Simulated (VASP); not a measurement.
## As: single point with PBE+D3(BJ)

The system is As, a slab with vacuum.

```xyz
2
Lattice="3.4630 0.0000 0.0000 -1.7315 2.9990 0.0000 0.0000 0.0000 28.5742" Properties=species:S:1:pos:R:3 pbc="T T T"
As    0.0000    1.9994   13.3886
As    1.7315    0.9997   15.1856
```

- Program: VASP 6.6.1
- Task: single point
- Functional: PBE
- Dispersion: D3(BJ)
- Potentials or basis: VASP PAW PBE potentials, release 64 (As_d)
- Cutoff: 400 eV
- k mesh: 9 × 9 × 1
- Occupations: gaussian, width 0.02 eV
- Spin: no spin polarisation

```json
{
  "Largest force": "2.729 eV/Å",
  "Band gap on the k mesh": "zero (bands 15 and 16 overlap by 0.90 eV)",
  "Dispersion energy per atom": "-0.219 eV"
}
```

Forces in eV/Å, atoms in the order of the input:
```
As   0.000  0.000  2.729
As   0.000  0.000 -2.729
```

Levels at points of the mesh, in eV from the Fermi level:
```csv
k point,band 11,band 12,band 13,band 14,band 15,band 16,band 17,band 18,band 19,band 20
"(0.00, 0.00, 0.00)",-13.89,-9.56,-2.93,0.54,0.54,1.54,2.85,2.85,3.57,3.78
```

It took 40 s on 1 thread of Intel(R) Xeon(R) 6975P-C (Granite Rapids) (shared host), peak memory 0.32 GiB.
